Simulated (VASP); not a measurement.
A run of VASP 6.6.1:

Contents of POSCAR:

```
KI
1.0
    0.0000000000      3.5327750000      3.5327750000
    3.5327750000      0.0000000000      3.5327750000
    3.5327750000      3.5327750000      0.0000000000
I K
1 1
Direct
    0.5000000000      0.5000000000      0.5000000000
    0.0000000000      0.0000000000      0.0000000000
```

Contents of INCAR.step1:

```
SYSTEM = KI
PREC = Accurate
ENCUT = 520
EDIFF = 1E-5
ISMEAR = 0
SIGMA = 0.05
LREAL = .False.
LASPH = .True.
NELM = 60
ALGO = Normal
ISIF = 2
LWAVE = .True.
LCHARG = .False.
NBANDS = 15
GGA = PE
```

Contents of INCAR.step2:

```
SYSTEM = KI
PREC = Accurate
ENCUT = 520
EDIFF = 1E-6
ISMEAR = 0
SIGMA = 0.05
LREAL = .False.
LASPH = .True.
NELM = 60
ALGO = Normal
ISIF = 2
LWAVE = .False.
LCHARG = .False.
GGA = B3
LHFCALC = .True.
AEXX = 0.2
AGGAX = 0.72
AGGAC = 0.81
ALDAC = 0.19
PRECFOCK = Normal
NBANDS = 15
ISTART = 1
```

The input KPOINTS:

```
Automatic mesh
0
Gamma
  4 4 4
  0 0 0
```

Potentials or basis: VASP PAW PBE potentials, release 64 (I, K_sv).

The run is started by

```console
$ cat potpaw_PBE.64/I/POTCAR potpaw_PBE.64/K_sv/POTCAR > POTCAR
$ cp INCAR.step1 INCAR
$ mpirun -np 1 vasp_std > vasp.out
$ cp INCAR.step2 INCAR
$ mpirun -np 1 vasp_std > vasp.out
```

Hardware: 1 thread of AMD EPYC 7R13 Processor (Zen 3) (shared host).

Estimate the wall time of this run.

Run time: 6.4 min on 1 thread of AMD EPYC 7R13 Processor (Zen 3) (shared host), peak memory 0.22 GiB. Counts: k points 8.
